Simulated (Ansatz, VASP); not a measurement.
**Two plane-wave programs on CoO**

```
Co O
1.0
     0.00000    2.22019    2.22019
     2.22019    0.00000    2.22019
     2.22019    2.22019    0.00000
Co O
1 1
Direct
  0.00000 0.00000 0.00000
  0.50000 0.50000 0.50000
```

Alike in both runs: task single point; functional BLYP; k mesh 10 × 10 × 10; occupations gaussian, width 0.05 eV; collinear spin; Hubbard terms Co d U = 3.3 eV.

|  | VASP | Ansatz |
| --- | --- | --- |
| version | VASP 6.6.1 | Ansatz 0.2.0 |
| potentials or method | VASP PAW PBE potentials, release 64 (Co, O), cutoff 520 eV | scalar-relativistic, plane waves, PAW |
| valence electrons in the cell | 15 | 23 |

Ansatz gave:

```
pressure (GPa)                                                : -5.6
net moment per atom (μB)                                      : 1.50
size of the moment on the site where the two differ most (μB) : 2.63
```

Question: What did VASP give for the same quantities?

Answer: Pressure (GPa): -12.4; net moment per atom (μB): 1.50; size of the moment on the site where the two differ most (μB): 2.71.

VASP's potentials were made for PBE, not for BLYP. Site moments also hang on the region over which each program counts them. The programs project onto different local orbitals, so the same U acts differently, and such runs can settle in different states. VASP's potentials hold 15 valence electrons a cell and Ansatz's 23, so a difference there can come from the potentials and not from the codes. Ansatz's warnings: symmetry narrowed by occupation matrices.
